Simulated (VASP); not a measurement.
# MoS2 in VASP: a series of runs

MoS2 is run at these levels: PBEsol; tasks: relaxation of shape and atoms at fixed volume, single point.

Program: VASP 6.6.1. These are calculated values, not measurements. Logs are shortened: lines on timing, memory, paths and dates and some standing lists are left out, and cuts for length are marked.

### Step 1. The cell of the first run

The cell holds a slab with vacuum, 12 atoms: a = 3.172 Å, b = 3.172 Å, c = 34.408 Å, α = 90.00°, β = 90.00°, γ = 120.00°.

### Step 2. Relaxation of shape and atoms at fixed volume, PBEsol (24.99 Å³/atom)

File INCAR:

```
PREC = Accurate ; ENCUT = 600
EDIFF = 1E-6 ; ISMEAR = 0
SIGMA = 0.02 ; LREAL = False
LASPH = True ; NELM = 80
ALGO = Normal ; ISIF = 4
LWAVE = False ; LCHARG = False
GGA = PS ; IBRION = 2
NSW = 50 ; EDIFFG = -0.01
KPAR = 4
```

File KPOINTS:

```
regular mesh
0
Gamma
  12 12 1
```

File POSCAR:

```
MoS2
1.0
    3.1720200666      0.0000000000      0.0000000000
   -1.5860100333      2.7470499590      0.0000000000
    0.0000000000      0.0000000000     34.4084471586
Mo S
4 8
Direct
    0.6666666667      0.3333333333      0.9076677277
    0.6666666667      0.3333333333      0.2770342000
    0.3333333333      0.6666666667      0.7229658000
    0.3333333333      0.6666666667      0.0923322723
    0.3333333333      0.6666666667      0.9534311825
    0.3333333333      0.6666666667      0.3227607105
    0.6666666667      0.3333333333      0.7687341993
    0.6666666667      0.3333333333      0.1380962480
    0.3333333333      0.6666666667      0.8619037520
    0.3333333333      0.6666666667      0.2312658007
    0.6666666667      0.3333333333      0.6772392895
    0.6666666667      0.3333333333      0.0465688175
```

Potentials or basis: VASP PAW PBE potentials, release 64 (Mo_sv, S).

Launch:

```
$ cat potpaw_PBE.64/Mo_sv/POTCAR potpaw_PBE.64/S/POTCAR > POTCAR
$ mpirun -np 4 vasp_std > vasp.out
```

OUTCAR:

```text
PREC = Accurate
   ENCUT = 600
   EDIFF = 1E-6
   ISMEAR = 0
   LREAL = False
   LASPH = True
   NELM = 80
   ISIF = 4
   GGA = PS
   IBRION = 2
   NSW = 50
   EDIFFG = -0.01

 ion  position               nearest neighbor table
   1  0.667  0.333  0.908-   5 2.42   5 2.42   5 2.42   9 2.42   9 2.42   9 2.42
   2  0.667  0.333  0.277-   6 2.41   6 2.41   6 2.41  10 2.42  10 2.42  10 2.42
   3  0.333  0.667  0.723-  11 2.41  11 2.41  11 2.41   7 2.42   7 2.42   7 2.42
   4  0.333  0.667  0.092-  12 2.42  12 2.42  12 2.42   8 2.42   8 2.42   8 2.42
   5  0.333  0.667  0.953-   1 2.42   1 2.42   1 2.42
   6  0.333  0.667  0.323-   2 2.41   2 2.41   2 2.41
   7  0.667  0.333  0.769-   3 2.42   3 2.42   3 2.42
   8  0.667  0.333  0.138-   4 2.42   4 2.42   4 2.42
   9  0.333  0.667  0.862-   1 2.42   1 2.42   1 2.42
  10  0.333  0.667  0.231-   2 2.42   2 2.42   2 2.42
  11  0.667  0.333  0.677-   3 2.41   3 2.41   3 2.41
  12  0.667  0.333  0.047-   4 2.42   4 2.42   4 2.42

  LATTYP: Found a hexagonal cell.
 ALAT       =     3.1720200666
 C/A-ratio  =    10.8474872277

  Lattice vectors:

 A1 = (   3.1720200666,   0.0000000000,   0.0000000000)
 A2 = (  -1.5860100333,   2.7470499590,   0.0000000000)
 A3 = (   0.0000000000,   0.0000000000,  34.4084471586)

Analysis of symmetry for initial positions (statically):
=====================================================================
 Subroutine PRICEL returns:
 Original cell was already a primitive cell.

 Routine SETGRP: Setting up the symmetry group for a
 hexagonal supercell.

 Subroutine GETGRP returns: Found 12 space group operations
 (whereof 12 operations were pure point group operations)
 out of a pool of 24 trial point group operations.

The static configuration has the point symmetry D_3d.

Analysis of symmetry for dynamics (positions and initial velocities):
=====================================================================
 Subroutine PRICEL returns:
 Original cell was already a primitive cell.

 Routine SETGRP: Setting up the symmetry group for a
 hexagonal supercell.

 Subroutine GETGRP returns: Found 12 space group operations
 (whereof 12 operations were pure point group operations)
 out of a pool of 24 trial point group operations.

The dynamic configuration has the point symmetry D_3d.

 Subroutine INISYM returns: Found 12 space group operations
 (whereof 12 operations are pure point group operations),
 and found     1 'primitive' translations

[... 110 lines left out ...]
   EDIFFG = -.1E-01   stopping-criterion for IOM
   NSW    =     50    number of steps for IOM
   IBRION =      2    ionic relax: 0-MD 1-quasi-New 2-CG
   NFREE  =      1    steps in history (QN), initial steepest desc. (CG)
   ISIF   =      4    stress and relaxation
   ISYM   =      2    0-nonsym 1-usesym 2-fastsym
   POTIM  = 0.5000    time-step for ionic-motion
   TEBEG  =    0.0;   TEEND  =   0.0 temperature during run
   PSTRESS=    0.0 pullay stress
   NELECT =     104.0000    total number of electrons
   NUPDOWN=      -1.0000    fix difference up-down
   EMIN   =  10.00;   EMAX   =-10.00  energy-range for DOS
   EFERMI =   0.00;   METHOD = LEGACY
   ISMEAR =     0;   SIGMA  =   0.02  broadening in eV -4-tet -1-fermi 0-gaus
   EFERMI_NEDOS =   21; number of points for ismear=-14 and -15
   IALGO  =     38    algorithm
   IMIX   =      4    mixing-type and parameters
     AMIX     =   0.40;   BMIX     =  1.00
     AMIX_MAG =   1.60;   BMIX_MAG =  1.00
  volume/ion in A,a.u.               =      24.99       168.61
  Fermi-wavevector in a.u.,A,eV,Ry     =   1.150262  2.173680 18.001903  1.323103
  Thomas-Fermi vector in A             =   2.286927
   LORBIT       =      0    0 simple, 1 ext, 2 COOP (PROOUT), +10 PAW based schemes
   GGA     = PS    functional components
   LHFCALC =     F    Hartree Fock is set to
   AEXX    =    0.0000 exact exchange contribution
   IVDW    =     0    specifies the selected vdW correction
   LEPSILON=     F    determine dielectric tensor
   LRPA    =     F    only Hartree local field effects (RPA)
 conjugate gradient relaxation of ions
 non-spin polarized calculation
 Gauss-broadening in eV      SIGMA  =   0.02
  energy-cutoff  :      600.00
  volume of cell :      299.82
 maximum number of plane-waves:     10063
 NGX is ok and might be reduce to    28
   NGX = 13   NGY = 13   NGZ =137

--------------------------------------- Ionic step        1  -------------------------------------------

 number of electron     103.9999995 magnetization

 Free energy of the ion-electron system (eV)
  ---------------------------------------------------
  ext. energy  EPLUGINS =         0.00000000
  ---------------------------------------------------
  free energy    TOTEN  =       -93.70227935 eV

  energy without entropy =      -93.70227935  energy(sigma->0) =      -93.70227935

------------------------ aborting loop because EDIFF is reached ----------------------------------------

  FORCE on cell =-STRESS in cart. coord.  units (eV):
  Direction    XX          YY          ZZ          XY          YZ          ZX
  --------------------------------------------------------------------------------------
  -------------------------------------------------------------------------------------
  Total       -5.6450622     -5.6450622     -6.2697142      0.0000000     -0.0000000     -0.0000000
  in kB      -30.1655856    -30.1655856    -33.5035453      0.0000000     -0.0000000     -0.0000000
  external PRESSURE =     -31.2782388 kB  Pullay stress =       0.0000000 kB
[... 119 lines left out ...]
  FREE ENERGIE OF THE ION-ELECTRON SYSTEM (eV)
  ---------------------------------------------------
  free  energy   TOTEN  =       -93.7462140244 eV

  energy  without entropy=      -93.7462140244  energy(sigma->0) =      -93.74621402

[... ionic steps 4 to 7 ...]

--------------------------------------- Ionic step        8  -------------------------------------------

 number of electron     103.9999998 magnetization

------------------------ aborting loop because EDIFF is reached ----------------------------------------
[... 87 lines left out ...]
--------------------------------------- Ionic step       10  -------------------------------------------

 number of electron     103.9999999 magnetization

 Free energy of the ion-electron system (eV)
  ---------------------------------------------------
  ext. energy  EPLUGINS =         0.00000000
  ---------------------------------------------------
  free energy    TOTEN  =       -93.78121356 eV

  energy without entropy =      -93.78121356  energy(sigma->0) =      -93.78121356

 E-fermi :   3.6437     XC(G=0):  -8.1462

 val. band max:        3.5340332996   @ k =   0.0000   0.0000   0.0000
 cond. band min:       4.7929375693   @ k =   0.1667   0.1667   0.0000
 fundamental gap:      1.2589042696
 Fermi energy:         3.6437471903

 k-point     1 :       0.0000    0.0000    0.0000
  band No.  band energies     occupation
      1     -57.5943      2.00000
      2     -57.5943      2.00000
      3     -57.5931      2.00000
      4     -57.5931      2.00000
      5     -31.8040      2.00000
      6     -31.8040      2.00000
[... 1263 lines left out ...]
  FREE ENERGIE OF THE ION-ELECTRON SYSTEM (eV)
  ---------------------------------------------------
  free  energy   TOTEN  =       -93.7812135585 eV

  energy  without entropy=      -93.7812135585  energy(sigma->0) =      -93.78121356

 reached required accuracy - stopping structural energy minimisation
```

OSZICAR:

```text
N       E                     dE             d eps       ncg     rms          rms(c)
DAV:   1     0.103127563822E+04    0.10313E+04   -0.61264E+04  2708   0.171E+03
DAV:   2    -0.252305214538E+02   -0.10565E+04   -0.10311E+04  2820   0.406E+02
DAV:   3    -0.968550667892E+02   -0.71625E+02   -0.70592E+02  2992   0.918E+01
[... 116 lines left out ...]
DAV:   1    -0.937812189605E+02   -0.35899E-04   -0.92726E-03  2392   0.448E-01    0.721E-02
DAV:   2    -0.937812207438E+02   -0.17833E-05   -0.45608E-04  2516   0.960E-02    0.366E-02
DAV:   3    -0.937812157711E+02    0.49727E-05   -0.17573E-05  2816   0.228E-02    0.187E-02
DAV:   4    -0.937812136407E+02    0.21304E-05   -0.13517E-05  2602   0.148E-02    0.831E-03
DAV:   5    -0.937812135585E+02    0.82211E-07   -0.36212E-06  2434   0.963E-03
  10 F= -.93781214E+02 E0= -.93781214E+02  d E =-.309397E-04
```

It took 23 min on 4 MPI ranks of Intel Xeon Platinum 8259CL at 2.50GHz (Skylake/Cascade Lake), shared host; peak memory 0.74 GiB.

Results:

| Item | Value |
| --- | --- |
| Free energy | -93.7812 eV |
| Energy gained by relaxing | 6.6 meV/atom |
| Ionic steps | 10 |
| Largest force after relaxing | 0.008 eV/Å |
| Band gap on the k mesh | 1.26 eV (least direct gap 1.76 eV) |

Forces in eV/Å, atoms in the order of the input:
```
Mo   0.000  0.000  0.000
Mo   0.000  0.000 -0.007
Mo   0.000  0.000  0.007
Mo   0.000  0.000  0.000
S    0.000  0.000 -0.003
S    0.000  0.000 -0.008
S    0.000  0.000  0.003
S    0.000  0.000 -0.002
S    0.000  0.000  0.002
S    0.000  0.000 -0.003
S    0.000  0.000  0.008
S    0.000  0.000  0.003
```

Step by step:
| step | energy change (eV) | largest force (eV/Å) | pressure (GPa) | volume (Å³) |
| --- | --- | --- | --- | --- |
| 1 | 0.0000 | 0.4834 | -3.13 | 299.82 |
| 2 | -0.0439 | 0.0185 | -1.52 | 299.82 |
| 3 | -0.0439 | 0.0307 | -1.58 | 299.82 |
| 4 | -0.0679 | 0.0193 | -0.98 | 299.82 |
| 5 | -0.0788 | 0.0267 | -0.26 | 299.82 |
| 6 | -0.0789 | 0.0289 | -0.21 | 299.82 |
| 7 | -0.0789 | 0.0302 | -0.18 | 299.82 |
| 8 | -0.0789 | 0.0438 | -0.25 | 299.82 |
| 9 | -0.0789 | 0.0150 | -0.21 | 299.82 |
| 10 | -0.0789 | 0.0078 | -0.25 | 299.82 |

Final structure:
```
Mo S
1.0
     3.14409    0.00000    0.00000
    -1.57204    2.72286    0.00000
     0.00000    0.00000   35.02254
Mo S
4 8
Cartesian
  1.5720 0.9076 31.7888
  1.5720 0.9076 9.7011
  0.0000 1.8152 25.3214
  0.0000 1.8152 3.2337
  0.0000 1.8152 33.3477
  0.0000 1.8152 11.2585
  1.5720 0.9076 26.8802
  1.5720 0.9076 4.7926
  0.0000 1.8152 30.2299
  0.0000 1.8152 8.1423
  1.5720 0.9076 23.7640
  1.5720 0.9076 1.6749
```

Levels at points of the mesh, in eV from the valence-band top:
```tsv
k point	band 50	band 51	band 52	band 53	band 54	band 55
(0.00, 0.00, 0.00)	-0.47	-0.18	0.00	2.45	2.45	2.46
(0.50, 0.00, 0.00)	-1.10	-1.08	-1.08	1.96	1.97	1.98
```

Caveat: there is no dipole correction, which matters where the two faces differ; the PAW data sets were made with another functional, which shifts forces and pressure a little.

### Step 3. Single point, PBEsol, collinear spin

This run uses another cell than the first one.

File INCAR:

```
ALGO = Normal
EDIFF = 1E-6
ENCUT = 520
GGA = PS
ISIF = 2
ISMEAR = 0
ISPIN = 2
LASPH = True
LCHARG = False
LMAXMIX = 4
LORBIT = 11
LREAL = False
LWAVE = False
MAGMOM = 1 1 1 1 0 0 0 0 0 0 0 0
NBANDS = 68
NELM = 150
PREC = Accurate
SIGMA = 0.1
```

File KPOINTS:

```
k-points
0
Gamma
  6 6 1
```

File POSCAR:

```
MoS2
1.0
    3.1837189491      0.0000000000      0.0000000000
   -1.5918594745      2.7571814884      0.0000000000
    0.0000000000      0.0000000000     34.4792384800
Mo S
4 8
Direct
    0.6666666700      0.3333333300      0.9064443700
    0.6666666700      0.3333333300      0.2790969700
    0.3333333300      0.6666666700      0.7209030300
    0.3333333300      0.6666666700      0.0935556300
    0.3333333300      0.6666666700      0.9514537000
    0.3333333300      0.6666666700      0.3240882500
    0.6666666700      0.3333333300      0.7659103400
    0.6666666700      0.3333333300      0.1385686900
    0.3333333300      0.6666666700      0.8614313100
    0.3333333300      0.6666666700      0.2340896600
    0.6666666700      0.3333333300      0.6759117500
    0.6666666700      0.3333333300      0.0485463000
```

Potentials or basis: VASP PAW PBE potentials, release 64 (Mo_sv, S).

Launch:

```
$ cat potpaw_PBE.64/Mo_sv/POTCAR potpaw_PBE.64/S/POTCAR > POTCAR
$ mpirun -np 1 vasp_std > vasp.out
```

OUTCAR:

```text
EDIFF = 1E-6
   ENCUT = 520
   GGA = PS
   ISIF = 2
   ISMEAR = 0
   ISPIN = 2
   LASPH = True
   LORBIT = 11
   LREAL = False
   NELM = 150
   PREC = Accurate

 ion  position               nearest neighbor table
   1  0.667  0.333  0.906-   5 2.41   5 2.41   5 2.41   9 2.41   9 2.41   9 2.41
   2  0.667  0.333  0.279-   6 2.41   6 2.41   6 2.41  10 2.41  10 2.41  10 2.41
   3  0.333  0.667  0.721-  11 2.41  11 2.41  11 2.41   7 2.41   7 2.41   7 2.41
   4  0.333  0.667  0.094-  12 2.41  12 2.41  12 2.41   8 2.41   8 2.41   8 2.41
   5  0.333  0.667  0.951-   1 2.41   1 2.41   1 2.41
   6  0.333  0.667  0.324-   2 2.41   2 2.41   2 2.41
   7  0.667  0.333  0.766-   3 2.41   3 2.41   3 2.41
   8  0.667  0.333  0.139-   4 2.41   4 2.41   4 2.41
   9  0.333  0.667  0.861-   1 2.41   1 2.41   1 2.41
  10  0.333  0.667  0.234-   2 2.41   2 2.41   2 2.41
[... 1191 lines left out ...]
    total drift:                                0.000000      0.000000      0.000000

  FREE ENERGIE OF THE ION-ELECTRON SYSTEM (eV)
  ---------------------------------------------------
  free  energy   TOTEN  =       -93.7072053329 eV

  energy  without entropy=      -93.7072053329  energy(sigma->0) =      -93.70720533

 total charge

# of ion       s       p       d       tot
------------------------------------------
    1        2.294   6.220   3.955  12.468
    2        2.294   6.220   3.955  12.469
    3        2.294   6.220   3.955  12.469
    4        2.294   6.220   3.955  12.468
    5        1.357   2.318   0.000   3.675
    6        1.356   2.322   0.000   3.678
    7        1.357   2.318   0.000   3.675
    8        1.357   2.318   0.000   3.675
    9        1.357   2.318   0.000   3.675
   10        1.357   2.318   0.000   3.675
   11        1.356   2.322   0.000   3.678
   12        1.357   2.318   0.000   3.675
--------------------------------------------------
tot         20.028  43.432  15.821  79.281

 magnetization (x)

# of ion       s       p       d       tot
------------------------------------------
    1        0.000   0.000   0.000   0.000
    2       -0.000  -0.000  -0.000  -0.000
    3       -0.000  -0.000  -0.000  -0.000
    4        0.000   0.000   0.000   0.000
    5        0.000  -0.000   0.000  -0.000
    6       -0.000  -0.000   0.000  -0.000
    7       -0.000   0.000   0.000  -0.000
    8       -0.000   0.000   0.000   0.000
    9       -0.000   0.000   0.000   0.000
   10       -0.000   0.000   0.000  -0.000
   11       -0.000  -0.000   0.000  -0.000
   12        0.000  -0.000   0.000  -0.000
--------------------------------------------------
tot         -0.000  -0.000  -0.000  -0.000
```

stdout:

```text
POSCAR found type information on POSCAR MoS
 POSCAR found :  2 types and      12 ions
 scaLAPACK will be used
 -----------------------------------------------------------------------------
|                                                                             |
|                                                                             |
|     You enforced a specific xc type in the INCAR file but a different       |
|     I HOPE YOU KNOW WHAT YOU ARE DOING!                                     |
|                                                                             |
 -----------------------------------------------------------------------------

 LDA part: xc-table for (Slater+PW92), standard interpolation
 POSCAR, INCAR and KPOINTS ok, starting setup
 FFT: planning ... GRIDC
 FFT: planning ... GRID_SOFT
 FFT: planning ... GRID
 WAVECAR not read
 entering main loop
```

Run time: 16 min. Hardware: 1 thread of AMD EPYC 7R13, shared host; peak memory 0.59 GiB.

What came out:

```
Free energy                                           : -93.7072 eV
Largest force                                         : 0.140 eV/Å
Band gap on the k mesh                                : 1.11 eV (least direct gap 1.63 eV)
Net moment                                            : 0.00 μB per cell
Valence electrons inside the program's atomic spheres : Mo 12.47; S 3.67, 3.68 (each value once)
```

Forces in eV/Å, atoms in the order of the input:
```
Mo   0.000  0.000  0.001
Mo   0.000  0.000  0.006
Mo   0.000  0.000 -0.006
Mo   0.000  0.000 -0.001
S    0.000  0.000 -0.119
S    0.000  0.000 -0.140
S    0.000  0.000 -0.116
S    0.000  0.000 -0.122
S    0.000  0.000  0.122
S    0.000  0.000  0.116
S    0.000  0.000  0.140
S    0.000  0.000  0.119
```

Caveat: there is no dipole correction, which matters where the two faces differ; the PAW data sets were made with another functional, which shifts forces and pressure a little.
